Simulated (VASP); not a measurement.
Here is a VASP 6.6.1 calculation.

Contents of POSCAR:

```
Al
1.0
    2.6173666896      0.0000000000      0.0000000000
    0.0000000000      2.6173666896      0.0000000000
    0.0000000000      0.0000000000      2.6173666896
Al
1
Direct
    0.0000000000      0.0000000000      0.0000000000
```

File INCAR.step1:

```
  PREC = Accurate
  ENCUT = 600
  ISMEAR = -1
  SIGMA = 0.1
  LREAL = False
  LASPH = True
  NELM = 100
  GGA = PE
  ALGO = Normal
  EDIFF = 1E-4
  LWAVE = True
  LCHARG = False
```

Contents of INCAR.step2:

```
  PREC = Accurate
  ENCUT = 600
  EDIFF = 1E-6
  ISMEAR = -1
  SIGMA = 0.1
  LREAL = False
  LASPH = True
  NELM = 100
  ALGO = Normal
  ISIF = 3
  LWAVE = False
  LCHARG = False
  METAGGA = R2SCAN
  LMIXTAU = True
  IBRION = 2
  NSW = 80
  EDIFFG = -0.01
  ISTART = 1
```

File KPOINTS:

```
regular mesh
0
Gamma
  12 12 12
```

Potentials or basis: VASP PAW PBE potentials, release 64 (Al).

The run is started by

```bash
$ cat potpaw_PBE.64/Al/POTCAR > POTCAR
$ cp INCAR.step1 INCAR
$ mpirun -np 1 vasp_std > vasp.out
$ cp INCAR.step2 INCAR
$ mpirun -np 1 vasp_std > vasp.out
```

Question: Predict the relaxed volume.

Answer: 19.75 Å³/atom.

Question: Estimate the space group after relaxing (to 0.1 Å).

Answer: Pm-3m (No. 221).

Question: Predict the band gap on the k mesh.

Answer: Zero (an odd number of electrons rules out a gap without spin polarisation).

The path:
| step | energy change (eV) | largest force (eV/Å) | pressure (GPa) | volume (Å³) |
| --- | --- | --- | --- | --- |
| 1 | 0.0000 | 0.0000 | 7.31 | 17.93 |
| 2 | -0.0367 | 0.0000 | -1.07 | 20.14 |
| 3 | -0.0380 | 0.0000 | 0.04 | 19.75 |

Caveat: the PAW data sets were made with another functional, which shifts forces and pressure a little.
